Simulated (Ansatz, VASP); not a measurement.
Two plane-wave programs on CrSn

```xyz
2
Lattice="3.1037 0.0000 0.0000 0.0000 3.1037 0.0000 0.0000 0.0000 4.0681" Properties=species:S:1:pos:R:3 pbc="T T T"
Cr    1.5519    1.5519    2.0341
Sn    0.0000    0.0000    0.0000
```

Alike in both runs: task relaxation of cell and atoms; functional PBE; k mesh 6 × 6 × 4; occupations gaussian, width 0.1 eV; collinear spin.

```csv
,VASP,Ansatz
version,VASP 6.6.1,Ansatz 0.2.0
potentials or method,"VASP PAW PBE potentials, release 64 (Cr_pv, Sn_d), cutoff 600 eV","scalar-relativistic, plane waves, PAW"
valence electrons in the cell,26,28
```

```csv
,VASP,Ansatz,Ansatz less VASP
"gap on the k mesh at the Fermi level, each at its own relaxed structure (eV)",none,none,-
net moment per atom (μB),1.39,1.38,-0.010
size of the moment on the site where the two differ most (μB),0.11,0.08,-0.030
relaxed volume (Å³/atom),18.07,18.05,-0.020
relaxed cell length with the largest relative difference (Å),3.852,3.843,-0.0099
```

Site moments also hang on the region over which each program counts them. A gap of «none» marks a metal or a gap that the smearing closes. VASP's potentials hold 26 valence electrons a cell and Ansatz's 28, so a difference there can come from the potentials and not from the codes.

The k mesh is coarse, so the values compare programs but aren't converged.
